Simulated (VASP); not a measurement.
A run of VASP 6.6.1:

Contents of INCAR:

```
  ALGO = Normal
  EDIFF = 1E-7
  ENCUT = 520
  GGA = VW
  ISIF = 2
  ISMEAR = -1
  LASPH = T
  LCHARG = F
  LREAL = F
  LWAVE = F
  NBANDS = 16
  NELM = 80
  PREC = Accurate
  SIGMA = 0.05
```

File KPOINTS:

```
k-points
0
Gamma
  10 10 5
```

POSCAR

```
SiC
1.0
    3.0760000000      0.0000000000      0.0000000000
   -1.5380000000      2.6638941420      0.0000000000
    0.0000000000      0.0000000000      5.0480000000
Si C
2 2
Direct
    0.6666666667      0.3333333333      0.5000000000
    0.3333333333      0.6666666667      0.0000000000
    0.6666666667      0.3333333333      0.8850000000
    0.3333333333      0.6666666667      0.3850000000
```

Potentials or basis: VASP PAW PBE potentials, release 64 (Si, C).

Launch:

```console
$ cat potpaw_PBE.64/Si/POTCAR potpaw_PBE.64/C/POTCAR > POTCAR
$ mpirun -np 1 vasp_std > vasp.out
```

Hardware: 1 thread of AMD EPYC 7R13, with other jobs on the host.

Question: Estimate the wall time of this run.

Answer: It took 43 s on 1 thread of AMD EPYC 7R13 (shared host), peak memory 0.12 GiB. Counts: scf iterations 14, k points 42.
